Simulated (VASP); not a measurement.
Wanted: the native input for a VASP 6.6.1 run.

* Task: single point
* Functional: PBE
* Potentials or basis: VASP PAW PBE potentials, release 64 (Cd)
* Cutoff: 520 eV
* k mesh: 15 × 15 × 15
* Occupations: gaussian, width 0.1 eV
* Spin: no spin polarisation
* Dipole correction: no
* Further INCAR settings: ALGO = Normal; EDIFF = 1e-06; NBANDS = 12

The structure of Cd lies in POSCAR:

```
Cd
1.0
    1.8786207053      1.0846221700      2.4259176596
   -1.8786207053      1.0846221700      2.4259176596
    0.0000000000     -2.1692443398      2.4259176596
Cd
1
Direct
    0.0000000000      0.0000000000      0.0000000000
```

This cell differs from its parent crystal: Hg replaced by Cd, lengths x 1.055, strained.

These files were run (other wordings do the same):

INCAR

```
ALGO = Normal ; EDIFF = 1E-6
ENCUT = 520 ; GGA = PE
ISIF = 2 ; ISMEAR = 0
LASPH = T ; LCHARG = F
LREAL = F ; LWAVE = F
NBANDS = 12 ; NELM = 80
PREC = Accurate ; SIGMA = 0.1
```

KPOINTS

```
k-points
0
Gamma
  15 15 15
```

Potentials or basis: VASP PAW PBE potentials, release 64 (Cd).

The run is started by

```sh
$ cat potpaw_PBE.64/Cd/POTCAR > POTCAR
$ mpirun -np 1 vasp_std > vasp.out
```

Results of the run:

```yaml
Pressure: -4.2 GPa
Band_gap_on_the_k_mesh: zero (bands 6 and 7 overlap by 2.43 eV)
```

Caveat: the cell differs from its parent crystal (Hg replaced by Cd, lengths x 1.055, strained); the cell stands under tension.

Wall time 76 s on 1 thread of Intel Xeon 8259CL (shared host), peak memory 0.23 GiB.
